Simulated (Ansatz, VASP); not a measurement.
Two plane-wave programs on NiO

```xyz
2
Lattice="0.0000 2.1353 2.1353 2.1353 0.0000 2.1353 2.1353 2.1353 0.0000" Properties=species:S:1:pos:R:3 pbc="T T T"
Ni    0.0000    0.0000    0.0000
O     2.1353    2.1353    2.1353
```

Alike in both runs: task single point; functional r2SCAN; k mesh 12 × 12 × 12; occupations gaussian, width 0.02 eV; collinear spin.

|  | VASP | Ansatz |
| --- | --- | --- |
| version | VASP 6.6.1 | Ansatz 0.2.0 |
| potentials or method | VASP PAW PBE potentials, release 64 (Ni_sv_GW, O), cutoff 660 eV | scalar-relativistic, plane waves, PAW |
| valence electrons in the cell | 24 | 24 |

VASP gave:

- gap on the k mesh at the Fermi level (eV): 1.04
- least direct gap on the mesh (eV): 1.93
- pressure (GPa): -12.3
- net moment per atom (μB): 1.00
- size of the moment on the site where the two differ most (μB): 1.71

Estimate Ansatz's values.

gap on the k mesh at the Fermi level (eV): 1.00; least direct gap on the mesh (eV): 1.89; pressure (GPa): -11.0; net moment per atom (μB): 1.00; size of the moment on the site where the two differ most (μB): 1.68.

VASP's potentials were made for PBE, not for r2SCAN. Site moments also hang on the region over which each program counts them. With one functional, cell and mesh, what is left measures potentials, basis and numerics. Ansatz's warnings: stability check not made.
